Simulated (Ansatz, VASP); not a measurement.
# SnTe: VASP beside Ansatz

File POSCAR:

```
SnTe
1.0
    0.0000000000      3.1717171644      3.1717171644
    3.1717171644      0.0000000000      3.1717171644
    3.1717171644      3.1717171644      0.0000000000
Te Sn
1 1
Direct
    0.5000000000      0.5000000000      0.5000000000
    0.0000000000      0.0000000000      0.0000000000
```

Contents of INCAR.step1:

```
PREC     = Accurate       # precision mode
ENCUT    = 520            # plane-wave cutoff, eV
EDIFF    = 1E-5           # SCF threshold, eV
ISMEAR   = -1             # smearing method
SIGMA    = 0.05           # smearing width, eV
LREAL    = F              # projectors in reciprocal space
LASPH    = T              # aspherical terms in the spheres
NELM     = 80             # most SCF steps
ALGO     = Normal         # electronic algorithm
ISIF     = 2              # what is computed and relaxed
LWAVE    = T              # write WAVECAR
LCHARG   = F              # write CHGCAR
GGA      = PE             # functional
NBANDS   = 17             # bands
```

INCAR.step2

```
PREC     = Accurate       # precision mode
ENCUT    = 520            # plane-wave cutoff, eV
EDIFF    = 1E-6           # SCF threshold, eV
ISMEAR   = -1             # smearing method
SIGMA    = 0.05           # smearing width, eV
LREAL    = F              # projectors in reciprocal space
LASPH    = T              # aspherical terms in the spheres
NELM     = 80             # most SCF steps
ALGO     = Normal         # electronic algorithm
ISIF     = 2              # what is computed and relaxed
LWAVE    = F              # write WAVECAR
LCHARG   = F              # write CHGCAR
GGA      = PS             # functional
LHFCALC  = T              # exact exchange
AEXX     = 0.25           # exact-exchange fraction
HFSCREEN = 0.207          # screening, 1/A
PRECFOCK = Normal       
ISTART   = 1            
NBANDS   = 17             # bands
```

Contents of KPOINTS:

```
Automatic mesh
0
Gamma
  4 4 4
```

The input input.yaml:

```yaml
crystal:
  lattice:
    - [0.0, 3.1717171644, 3.1717171644]
    - [3.1717171644, 0.0, 3.1717171644]
    - [3.1717171644, 3.1717171644, 0.0]
  atoms:
    - { symbol: Te, position: [0.5, 0.5, 0.5] }
    - { symbol: Sn, position: [0.0, 0.0, 0.0] }
hamiltonian:
  xc:
    exchange: hjs_pbesol
    correlation: pbesol
    exx: { coeff: 0.25, omega: 0.207 }
  pseudopotentials: { kind: paw }
kpoints:
  mp_grid: { grid: [4, 4, 4] }
scf:
  occupations: { method: fermi_dirac, width: 0.05 }
output:
  forces: true
  stress: true
  eigenvalues: true
```

Alike in both runs: task single point; functional PBEsol-based screened hybrid; k mesh 4 × 4 × 4; occupations fermi-dirac, width 0.05 eV; no spin polarisation.

```csv
,VASP,Ansatz
version,VASP 6.6.1,Ansatz 0.2.0
potentials or method,"VASP PAW PBE potentials, release 64 (Te, Sn_d)",Ansatz PAW
plane-wave cutoff (eV),520,420
valence electrons in the cell,20,30
```

```csv
,VASP,Ansatz,Ansatz less VASP
pressure (GPa),-1.7,-1.3,+0.35
```

VASP's potentials were made for PBE, not for PBEsol-based screened hybrid. The functional is the same, so the differences come from potentials, cutoffs and numerics. VASP's potentials hold 20 valence electrons a cell and Ansatz's 30, so a difference there can come from the potentials and not from the codes.

The k mesh is coarse, so the values compare programs but aren't converged. Neither program's run includes spin-orbit coupling.
